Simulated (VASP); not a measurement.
Runs of VASP 6.6.1 on Si. The structure is that of space group Fd-3m (No. 227), or close to it. The cells are those of the table. 

```tsv
task	cell	gap on the mesh (eV)	pressure (GPa)
single point	a = 3.679 Å, angles 60.0°, 2 atoms	0.31	18.2
single point	a = 3.788 Å, angles 60.0°, 2 atoms	(c)	6.3
single point	a = 3.623 Å, angles 60.0°, 2 atoms	(b)	26.2
single point	a = 3.734 Å, angles 60.0°, 2 atoms	0.41	(a)
```

Alike in all rows: level PBE; potentials or basis VASP PAW PBE potentials, release 64 (Si); no spin polarisation; k mesh 12 × 12 × 12; cutoff (eV) 500; smearing gaussian 0.01 eV.

**Question.** Estimate the missing entries.

**Answer.** (a) 11.6; (b) 0.21; (c) 0.50.

A k mesh can miss the band edges.
